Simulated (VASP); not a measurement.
# Pd (P6_3/mmc) in VASP: notebook, part 2 of 2

VASP 6.6.1. Earlier steps stand in the parts before.

### 5 Single point, BLYP (18.43 Å³/atom)

This run uses another cell than the first one, of 18.43 Å³/atom.

Contents of INCAR:

```
PREC = Accurate ; ENCUT = 520
EDIFF = 1E-6 ; ISMEAR = -1
SIGMA = 0.1 ; LREAL = False
LASPH = True ; NELM = 80
ALGO = Normal ; ISIF = 2
LWAVE = False ; LCHARG = False
GGA = B5 ; ALDAX = 1.0
AGGAX = 1.0 ; AGGAC = 1.0
ALDAC = 0.0 ; NBANDS = 17
```

Contents of KPOINTS:

```
Automatic mesh
0
Gamma
  14 14 8
```

Contents of POSCAR:

```
Pd
1.0
    2.9420737887      0.0000000000      0.0000000000
   -1.4710368944      2.5479106409      0.0000000000
    0.0000000000      0.0000000000      4.9174420259
Pd
2
Direct
    0.3333333333      0.6666666667      0.2500000000
    0.6666666667      0.3333333333      0.7500000000
```

Potentials or basis: VASP PAW PBE potentials, release 64 (Pd).

On the command line:

```console
$ cat potpaw_PBE.64/Pd/POTCAR > POTCAR
$ mpirun -np 1 vasp_std > vasp.out
```

OUTCAR:

```text
PREC = Accurate
   ENCUT = 520
   EDIFF = 1E-6
   ISMEAR = -1
   LREAL = False
   LASPH = True
   NELM = 80
   ISIF = 2
   GGA = B5

 ion  position               nearest neighbor table
   1  0.333  0.667  0.250-   2 2.99   2 2.99   2 2.99   2 2.99   2 2.99   2 2.99
   2  0.667  0.333  0.750-   1 2.99   1 2.99   1 2.99   1 2.99   1 2.99   1 2.99

  LATTYP: Found a hexagonal cell.
 ALAT       =     2.9420737887
 C/A-ratio  =     1.6714203582

  Lattice vectors:

 A1 = (   2.9420737887,   0.0000000000,   0.0000000000)
 A2 = (  -1.4710368944,   2.5479106409,   0.0000000000)
 A3 = (   0.0000000000,   0.0000000000,   4.9174420259)

Analysis of symmetry for initial positions (statically):
=====================================================================
 Subroutine PRICEL returns:
 Original cell was already a primitive cell.

 Routine SETGRP: Setting up the symmetry group for a
 hexagonal supercell.

 Subroutine GETGRP returns: Found 24 space group operations
 (whereof 12 operations were pure point group operations)
 out of a pool of 24 trial point group operations.

The static configuration has the point symmetry D_3d.
 The point group associated with its full space group is D_6h.

Analysis of symmetry for dynamics (positions and initial velocities):
=====================================================================
 Subroutine PRICEL returns:
 Original cell was already a primitive cell.

 Routine SETGRP: Setting up the symmetry group for a
 hexagonal supercell.

 Subroutine GETGRP returns: Found 24 space group operations
 (whereof 12 operations were pure point group operations)
 out of a pool of 24 trial point group operations.

The dynamic configuration has the point symmetry D_3d.
 The point group associated with its full space group is D_6h.

 Subroutine INISYM returns: Found 24 space group operations
 (whereof 12 operations are pure point group operations),
 and found     1 'primitive' translations

----------------------------------------------------------------------------------------

                                     Primitive cell

  volume of cell :      36.8618

  direct lattice vectors                    reciprocal lattice vectors
     2.942073789  0.000000000  0.000000000     0.339896302  0.196239221  0.000000000
    -1.471036894  2.547910641  0.000000000     0.000000000  0.392478443  0.000000000
     0.000000000  0.000000000  4.917442026     0.000000000  0.000000000  0.203357761

  length of vectors
     2.942073789  2.942073789  4.917442026     0.392478443  0.392478443  0.203357761

  position of ions in fractional coordinates (direct lattice)
     0.333333333  0.666666667  0.250000000
     0.666666667  0.333333333  0.750000000

  ion indices of the primitive-cell ions
   primitive index   ion index
                 1           1
                 2           2

----------------------------------------------------------------------------------------

 KPOINTS: Automatic mesh

Automatic generation of k-mesh.
 Grid dimensions read from file:
 generate k-points for:   14   14    8

 Generating k-lattice:

  Cartesian coordinates                     Fractional coordinates (reciprocal lattice)
     0.024278307  0.014017087  0.000000000     0.071428571  0.000000000  0.000000000
     0.000000000  0.028034174  0.000000000     0.000000000  0.071428571  0.000000000
     0.000000000  0.000000000  0.025419720     0.000000000  0.000000000  0.125000000

  Length of vectors
     0.028034174  0.028034174  0.025419720

  Shift w.r.t. Gamma in fractional coordinates (k-lattice)
     0.000000000  0.000000000  0.000000000

 Subroutine IBZKPT returns following result:
 ===========================================

 Found    120 irreducible k-points:

 Following reciprocal coordinates:
            Coordinates               Weight
  0.000000  0.000000  0.000000      1.000000
  0.071429 -0.000000  0.000000      6.000000
  0.142857 -0.000000  0.000000      6.000000
  0.214286 -0.000000  0.000000      6.000000
  0.285714 -0.000000  0.000000      6.000000
  0.357143 -0.000000  0.000000      6.000000
[... 16 lines left out ...]
  0.285714  0.285714  0.000000      6.000000
  0.357143  0.285714  0.000000      6.000000
 [... further k-points ...]
   k-points           NKPTS =    120   k-points in BZ     NKDIM =    120   number of bands    NBANDS=     17
   number of dos      NEDOS =    301   number of ions     NIONS =      2
   total plane-waves  NPLWV =  23040
   dimension x,y,z NGX =    24 NGY =   24 NGZ =   40
   dimension x,y,z NGXF=    48 NGYF=   48 NGZF=   80
   ions per type =               2
   NGX,Y,Z   is equivalent  to a cutoff of  13.56, 13.56, 13.52 a.u.
   NGXF,Y,Z  is equivalent  to a cutoff of  27.12, 27.12, 27.05 a.u.
 SYSTEM =  unknown system
   PREC   = accura    normal or accurate (medium, high low for compatibility)
   ISTART =      0    job   : 0-new  1-cont  2-samecut
   ICHARG =      2    charge: 1-file 2-atom 10-const
   ISPIN  =      1    spin polarized calculation?
   LNONCOLLINEAR =      F non collinear calculations
   LSORBIT =      F    spin-orbit coupling
   LASPH  =      T    aspherical Exc in radial PAW
   ENCUT  =  520.0 eV  38.22 Ry    6.18 a.u.   5.47  5.47  9.14*2*pi/ulx,y,z
   NELM   =     80;   NELMIN=  2; NELMDL= -5     # of ELM steps
   EDIFF  = 0.1E-05   stopping-criterion for ELM
   LREAL  =      F    real-space projection
[... 7 lines left out ...]
   TEBEG  =    0.0;   TEEND  =   0.0 temperature during run
   PSTRESS=    0.0 pullay stress
   NELECT =      20.0000    total number of electrons
   NUPDOWN=      -1.0000    fix difference up-down
   EMIN   =  10.00;   EMAX   =-10.00  energy-range for DOS
   EFERMI =   0.00;   METHOD = LEGACY
   ISMEAR =    -1;   SIGMA  =   0.10  broadening in eV -4-tet -1-fermi 0-gaus
   EFERMI_NEDOS =   21; number of points for ismear=-14 and -15
   IALGO  =     38    algorithm
   IMIX   =      4    mixing-type and parameters
     AMIX     =   0.40;   BMIX     =  1.00
     AMIX_MAG =   1.60;   BMIX_MAG =  1.00
  volume/ion in A,a.u.               =      18.43       124.38
  Fermi-wavevector in a.u.,A,eV,Ry     =   1.335239  2.523237 24.257343  1.782864
  Thomas-Fermi vector in A             =   2.463959
   LORBIT       =      0    0 simple, 1 ext, 2 COOP (PROOUT), +10 PAW based schemes
   GGA     = B5    functional components
   LHFCALC =     F    Hartree Fock is set to
   AEXX    =    0.0000 exact exchange contribution
   IVDW    =     0    specifies the selected vdW correction
   LEPSILON=     F    determine dielectric tensor
   LRPA    =     F    only Hartree local field effects (RPA)
 non-spin polarized calculation
  energy-cutoff  :      520.00
  volume of cell :       36.86
 maximum number of plane-waves:      1026
 NGX is ok and might be reduce to    24
   NGX = 11   NGY = 11   NGZ = 19

 number of electron      20.0000004 magnetization

 Free energy of the ion-electron system (eV)
  ---------------------------------------------------
  ext. energy  EPLUGINS =         0.00000000
  ---------------------------------------------------
  free energy    TOTEN  =        -8.64125629 eV

  energy without entropy =       -8.47829192  energy(sigma->0) =       -8.55977410

 E-fermi :   6.9805     XC(G=0): -11.2446

 val. band max:        6.9794267997   @ k =   0.3571  -0.0000   0.1250
 cond. band min:       6.9849068685   @ k =   0.4286  -0.0000   0.2500
 fundamental gap:      0.0054800688
 Fermi energy:         6.9804835192

 k-point     1 :       0.0000    0.0000    0.0000
  band No.  band energies     occupation
      1       1.5061      2.00000
      2       3.1640      2.00000
      3       4.8607      2.00000
      4       5.0295      2.00000
      5       5.0295      2.00000
      6       5.2632      2.00000
[... 9 lines left out ...]
     16      25.9883      0.00000
     17      26.5936      0.00000

 k-point     2 :       0.0714   -0.0000    0.0000
  band No.  band energies     occupation
      1       1.6454      2.00000
      2       3.2578      2.00000
      3       4.8019      2.00000
      4       5.0808      2.00000
      5       5.1106      2.00000
      6       5.2276      2.00000
[... 9 lines left out ...]
     16      25.3284      0.00000
     17      25.6671      0.00000
[... 421 lines left out ...]
 k-point    24 :       0.3571    0.2857    0.0000
  band No.  band energies     occupation
      1       3.8125      2.00000
      2       4.2283      2.00000
      3       4.2802      2.00000
      4       4.7385      2.00000
      5       4.9075      2.00000
      6       5.0147      2.00000
[... 9 lines left out ...]
     16      18.7126      0.00000
     17      19.2816      0.00000

 [... further k-points ...]

------------------------ aborting loop because EDIFF is reached ----------------------------------------

  FORCE on cell =-STRESS in cart. coord.  units (eV):
  Direction    XX          YY          ZZ          XY          YZ          ZX
  --------------------------------------------------------------------------------------
  -------------------------------------------------------------------------------------
  Total       -2.4266299     -2.4266299     -2.4636466      0.0000000      0.0000000      0.0000000
  in kB     -105.4719849   -105.4719849   -107.0808939      0.0000000      0.0000000      0.0000000
  external PRESSURE =    -106.0082879 kB  Pullay stress =       0.0000000 kB

 VOLUME and BASIS-vectors are now :
 -----------------------------------------------------------------------------
  energy-cutoff  :      520.00
  volume of cell :       36.86
      direct lattice vectors                 reciprocal lattice vectors
     2.942073789  0.000000000  0.000000000     0.339896302  0.196239221  0.000000000
    -1.471036894  2.547910641  0.000000000     0.000000000  0.392478443  0.000000000
     0.000000000  0.000000000  4.917442026     0.000000000  0.000000000  0.203357761

 POSITION                                       TOTAL-FORCE (eV/Angst)
 -----------------------------------------------------------------------------------
     -0.00000      1.69861      1.22936         0.000000     -0.000000      0.000000
      1.47104      0.84930      3.68808        -0.000000      0.000000      0.000000
 -----------------------------------------------------------------------------------
    total drift:                               -0.000000      0.000000     -0.000000

  FREE ENERGIE OF THE ION-ELECTRON SYSTEM (eV)
  ---------------------------------------------------
  free  energy   TOTEN  =        -8.6412562854 eV

  energy  without entropy=       -8.4782919171  energy(sigma->0) =       -8.55977410
```

Run time: 45 s. Hardware: 1 thread of Intel Xeon Platinum 8259CL at 2.50GHz (Skylake/Cascade Lake), shared host; peak memory 0.2 GiB.

What came out:

- Free energy: -8.6413 eV
- Pressure: -10.6 GPa
- Band gap on the k mesh: zero (bands 10 and 11 overlap by 0.65 eV)

Stress tensor (GPa, compression positive):
```
-10.55   0.00   0.00
  0.00 -10.55   0.00
  0.00   0.00 -10.71
```

Caveat: the cell stands under tension; the PAW data sets were made with another functional, which shifts forces and pressure a little.

### 6 Single point, BLYP

Contents of INCAR:

```
AGGAC = 1.0
AGGAX = 1.0
ALDAC = 0.0
ALDAX = 1.0
ALGO = Normal
EDIFF = 1E-6
ENCUT = 520
GGA = B5
ISIF = 2
ISMEAR = -1
LASPH = True
LCHARG = False
LREAL = False
LWAVE = False
NBANDS = 17
NELM = 80
PREC = Accurate
SIGMA = 0.1
```

Contents of KPOINTS:

```
k-points
0
Gamma
  21 21 11
```

Contents of POSCAR:

```
Pd
1.0
    2.8330063848      0.0000000000      0.0000000000
   -1.4165031924      2.4534554983      0.0000000000
    0.0000000000      0.0000000000      4.7351445465
Pd
2
Direct
    0.3333333333      0.6666666667      0.2500000000
    0.6666666667      0.3333333333      0.7500000000
```

Potentials or basis: VASP PAW PBE potentials, release 64 (Pd).

On the command line:

```console
$ cat potpaw_PBE.64/Pd/POTCAR > POTCAR
$ mpirun -np 1 vasp_std > vasp.out
```

OUTCAR:

```text
EDIFF = 1E-6
   ENCUT = 520
   GGA = B5
   ISIF = 2
   ISMEAR = -1
   LASPH = True
   LREAL = False
   NELM = 80
   PREC = Accurate

 ion  position               nearest neighbor table
   1  0.333  0.667  0.250-   2 2.88   2 2.88   2 2.88   2 2.88   2 2.88   2 2.88
   2  0.667  0.333  0.750-   1 2.88   1 2.88   1 2.88   1 2.88   1 2.88   1 2.88

  LATTYP: Found a hexagonal cell.
 ALAT       =     2.8330063848
 C/A-ratio  =     1.6714203582

  Lattice vectors:

 A1 = (   2.8330063848,   0.0000000000,   0.0000000000)
 A2 = (  -1.4165031924,   2.4534554983,   0.0000000000)
 A3 = (   0.0000000000,   0.0000000000,   4.7351445465)

Analysis of symmetry for initial positions (statically):
=====================================================================
 Subroutine PRICEL returns:
 Original cell was already a primitive cell.

 Routine SETGRP: Setting up the symmetry group for a
 hexagonal supercell.

 Subroutine GETGRP returns: Found 24 space group operations
 (whereof 12 operations were pure point group operations)
 out of a pool of 24 trial point group operations.

The static configuration has the point symmetry D_3d.
[... 162 lines left out ...]

 E-fermi :   8.5789     XC(G=0): -11.8935

 val. band max:        8.5787082488   @ k =   0.3333   0.2381   0.3636
 cond. band min:       8.5794927440   @ k =   0.4286   0.0000   0.0000
 fundamental gap:      0.0007844952
 Fermi energy:         8.5789268572

 k-point     1 :       0.0000    0.0000    0.0000
  band No.  band energies     occupation
      1       2.3584      2.00000
      2       4.0645      2.00000
      3       6.0453      2.00000
      4       6.2432      2.00000
      5       6.2432      2.00000
      6       6.5293      2.00000
[... 457 lines left out ...]
      4       5.7274      2.00000
      5       6.2232      2.00000
      6       6.4583      2.00000
[... 9 lines left out ...]
     16      26.4174      0.00000
     17      27.8860      0.00000

 [... further k-points ...]

------------------------ aborting loop because EDIFF is reached ----------------------------------------

  FORCE on cell =-STRESS in cart. coord.  units (eV):
  Direction    XX          YY          ZZ          XY          YZ          ZX
  --------------------------------------------------------------------------------------
  -------------------------------------------------------------------------------------
  Total        0.0705376      0.0705376      0.0089845      0.0000000      0.0000000      0.0000000
  in kB        3.4337801      3.4337801      0.4373676      0.0000000      0.0000000      0.0000000
  external PRESSURE =       2.4349759 kB  Pullay stress =       0.0000000 kB

 VOLUME and BASIS-vectors are now :
 -----------------------------------------------------------------------------
  energy-cutoff  :      520.00
  volume of cell :       32.91
      direct lattice vectors                 reciprocal lattice vectors
     2.833006385  0.000000000  0.000000000     0.352981908  0.203794200  0.000000000
    -1.416503192  2.453455498  0.000000000     0.000000000  0.407588400  0.000000000
     0.000000000  0.000000000  4.735144546     0.000000000  0.000000000  0.211186795

 POSITION                                       TOTAL-FORCE (eV/Angst)
 -----------------------------------------------------------------------------------
     -0.00000      1.63564      1.18379         0.000000     -0.000000      0.000000
      1.41650      0.81782      3.55136        -0.000000      0.000000      0.000000
 -----------------------------------------------------------------------------------
    total drift:                               -0.000000      0.000000     -0.000000

  FREE ENERGIE OF THE ION-ELECTRON SYSTEM (eV)
  ---------------------------------------------------
  free  energy   TOTEN  =        -8.7880377804 eV

  energy  without entropy=       -8.6412603520  energy(sigma->0) =       -8.71464907
```

stdout:

```text
POSCAR found type information on POSCAR Pd
 POSCAR found :  1 types and       2 ions
 scaLAPACK will be used
 -----------------------------------------------------------------------------
|                                                                             |
|                                                                             |
|     You enforced a specific xc type in the INCAR file but a different       |
|     I HOPE YOU KNOW WHAT YOU ARE DOING!                                     |
|                                                                             |
 -----------------------------------------------------------------------------

 LDA part: xc-table for (Slater(with rela. corr.)+VWN5), standard interpolation
 POSCAR, INCAR and KPOINTS ok, starting setup
 FFT: planning ... GRIDC
 FFT: planning ... GRID_SOFT
 FFT: planning ... GRID
 WAVECAR not read
 entering main loop
```

It took 88 s on 1 thread of Intel Xeon Platinum 8259CL at 2.50GHz (Skylake/Cascade Lake), shared host; peak memory 0.25 GiB.

Results:

```yaml
Free_energy: -8.7880 eV
Pressure: 0.2 GPa
Band_gap_on_the_k_mesh: zero (bands 10 and 11 overlap by 0.71 eV)
```

Levels at points of the mesh, in eV from the Fermi level:
```
           k point  band 8  band 9  band 10  band 11  band 12  band 13
(0.00, 0.00, 0.00)   -1.44   -1.44    -0.24    -0.24     1.28     6.16
```

Caveat: the PAW data sets were made with another functional, which shifts forces and pressure a little.

### 7 The runs side by side

| cell | k mesh | gap on the mesh (eV) | pressure (GPa) |
| --- | --- | --- | --- |
| a = 2.833, b = 2.833, c = 4.735 Å, angles 90.0, 90.0, 120.0°, 2 atoms | 14 × 14 × 8 | none | 0.2 |
| a = 2.870, b = 2.870, c = 4.797 Å, angles 90.0, 90.0, 120.0°, 2 atoms | 14 × 14 × 8 | none | -4.4 |
| a = 2.907, b = 2.907, c = 4.858 Å, angles 90.0, 90.0, 120.0°, 2 atoms | 14 × 14 × 8 | none | -7.9 |
| a = 2.942, b = 2.942, c = 4.917 Å, angles 90.0, 90.0, 120.0°, 2 atoms | 14 × 14 × 8 | none | -10.6 |
| a = 2.833, b = 2.833, c = 4.735 Å, angles 90.0, 90.0, 120.0°, 2 atoms | 21 × 21 × 11 | none | 0.2 |

Alike in all rows: task single point; level BLYP; potentials or basis VASP PAW PBE potentials, release 64 (Pd); no spin polarisation; cutoff (eV) 520; smearing fermi-dirac 0.1 eV.

Caveats: the PAW data sets were made with another functional, which shifts forces and pressure a little; the cell stands under tension (at least some runs).

Total energies depend on the potentials used, so only differences within one code and one set of settings carry meaning.
